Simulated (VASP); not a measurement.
Write the native input for VASP 6.6.1 that does the following.

```
Task                   : single point
Functional             : PBEsol
Potentials or basis    : VASP PAW PBE potentials, release 64 (Ir)
Cutoff                 : 520 eV
k mesh                 : 58 × 58 × 58
Occupations            : gaussian, width 0.1 eV
Spin                   : no spin polarisation
Dipole correction      : no
Further INCAR settings : ALGO = Fast; EDIFF = 1e-06; NBANDS = 10
```

The structure of Ir lies in POSCAR:

```
Ir
1.0
    0.0000000000      1.9151418430      1.9151418430
    1.9151418430      0.0000000000      1.9151418430
    1.9151418430      1.9151418430      0.0000000000
Ir
1
Direct
    0.0000000000      0.0000000000      0.0000000000
```

One way to write it, as run:

INCAR

```
ALGO = Fast ; EDIFF = 1E-6
ENCUT = 520 ; GGA = PS
ISIF = 2 ; ISMEAR = 0
LASPH = True ; LCHARG = False
LREAL = False ; LWAVE = False
NBANDS = 10 ; NELM = 60
PREC = Accurate ; SIGMA = 0.1
```

KPOINTS

```
k-points
0
Gamma
  58 58 58
```

Potentials or basis: VASP PAW PBE potentials, release 64 (Ir).

Launch:

```sh
$ cat potpaw_PBE.64/Ir/POTCAR > POTCAR
$ mpirun -np 1 vasp_std > vasp.out
```

Results of the run:

| Property | Result |
| --- | --- |
| Pressure | 0.9 GPa |
| Band gap on the k mesh | zero (an odd number of electrons rules out a gap without spin polarisation) |

Caveat: the PAW data sets were made with another functional, which shifts forces and pressure a little; spin-orbit coupling is left out, which moves the levels of the heavy elements.

It took 5.2 min on 1 thread of Intel(R) Xeon(R) 6975P-C (Granite Rapids), on a shared host, peak memory 0.76 GiB.
